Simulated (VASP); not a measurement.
Set up this calculation in VASP 6.6.1, as the native input.

* Task: single point
* Functional: LDA
* Potentials or basis: VASP PAW LDA potentials, release 64 (Sr_sv, O)
* Cutoff: 520 eV
* k mesh: 6 × 6 × 6
* Occupations: gaussian, width 0.02 eV
* Spin: no spin polarisation
* Dipole correction: no
* Further INCAR settings: ALGO = Normal; EDIFF = 1e-06; NBANDS = 24

The structure of SrO (kl) lies in POSCAR:

```
SrO
1.0
    4.1897067685     -0.0000000028      0.0000000000
   -2.0948533818      3.6283924974      0.0000000000
    0.0000000000      0.0000000000      5.0497933329
Sr O
2 2
Direct
    0.3333333333      0.6666666667      0.7500000000
    0.6666666667      0.3333333333      0.2500000000
    0.3333333333      0.6666666667      0.2500000000
    0.6666666667      0.3333333333      0.7500000000
```

One way to write it, as run:

INCAR

```
ALGO     = Normal         # electronic algorithm
EDIFF    = 1E-6           # SCF threshold, eV
ENCUT    = 520            # plane-wave cutoff, eV
GGA      = CA             # functional
ISIF     = 2              # what is computed and relaxed
ISMEAR   = 0              # smearing method
LASPH    = True           # aspherical terms in the spheres
LCHARG   = False          # write CHGCAR
LREAL    = False          # projectors in reciprocal space
LWAVE    = False          # write WAVECAR
NBANDS   = 24             # bands
NELM     = 100            # most SCF steps
PREC     = Accurate       # precision mode
SIGMA    = 0.02           # smearing width, eV
```

KPOINTS

```
k-points
0
Gamma
  6 6 6
```

Potentials or basis: VASP PAW LDA potentials, release 64 (Sr_sv, O).

Command:

```bash
$ cat potpaw_LDA.64/Sr_sv/POTCAR potpaw_LDA.64/O/POTCAR > POTCAR
$ mpirun -np 1 vasp_std > vasp.out
```

It gave:

| Item | Value |
| --- | --- |
| Pressure | 0.7 GPa |
| Band gap on the k mesh | 2.62 eV, direct |

It took 21 s on 1 thread of Intel(R) Xeon(R) Platinum 8559C (Emerald Rapids), with other jobs on the host, peak memory 0.19 GiB.
